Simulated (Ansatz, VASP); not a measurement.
# Ti: VASP beside Ansatz

```xyz
2
Lattice="2.9500 0.0000 0.0000 -1.4750 2.5548 0.0000 0.0000 0.0000 4.5923" Properties=species:S:1:pos:R:3 pbc="T T T"
Ti    0.0000    1.7032    1.1481
Ti    1.4750    0.8516    3.4442
```

Change from the starting cell: zz strain of -2 %, crystal datasets.

Alike in both runs: task electric field gradients; functional PBE; k mesh 13 × 13 × 7; occupations fermi-dirac, width 0.08 eV; no spin polarisation.

|  | VASP | Ansatz |
| --- | --- | --- |
| version | VASP 6.6.1 | Ansatz 0.2.0 |
| potentials or method | VASP PAW PBE potentials, release 64 (Ti_sv), cutoff 400 eV | all-electron PAW with datasets made for the crystal, scalar-relativistic |

Ansatz gave:

* pressure (GPa): 0.7
* traceless stress, the component that is largest in VASP (GPa): 1.29
* size of Vzz on the site where it differs most (V/Å²): 22.8

Question: Which values does VASP return?

Answer: Pressure (GPa): -0.3; traceless stress, the component that is largest in VASP (GPa): 1.31; size of Vzz on the site where it differs most (V/Å²): 21.1.

Ansatz ran all-electron here, and VASP with PAW potentials.
